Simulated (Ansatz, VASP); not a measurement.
# Two plane-wave programs on CsH

```
Cs H
1.0
     0.00000    3.31552    2.93296
     3.31552    0.00000    2.93296
     3.31552    3.31552    0.00000
Cs H
1 1
Direct
  0.00000 0.00000 0.00000
  0.50000 0.50000 0.50000
```

Change from the starting cell: strain +0.040 along x and y, -0.080 along z, atoms carried along.

Alike in both runs: task single point; functional r2SCAN; k mesh 6 × 6 × 6; occupations gaussian, width 0.05 eV; no spin polarisation.

|  | VASP | Ansatz |
| --- | --- | --- |
| version | VASP 6.6.1 | Ansatz 0.2.0 |
| potentials or method | VASP PAW PBE potentials, release 64 (Cs_sv, H), cutoff 520 eV | scalar-relativistic, plane waves, PAW |
| valence electrons in the cell | 10 | 10 |

```csv
,VASP,Ansatz,Ansatz less VASP
gap on the k mesh at the Fermi level (eV),2.57,2.59,+0.020
least direct gap on the mesh (eV),2.57,2.59,+0.020
pressure (GPa),0.5,0.5,-0.04
"traceless stress, the component that is largest in VASP (GPa)",2.36,2.31,-0.048
```

VASP's potentials were made for PBE, not for r2SCAN. With one functional, cell and mesh, what is left measures potentials, basis and numerics.

Spin-orbit coupling is off throughout.
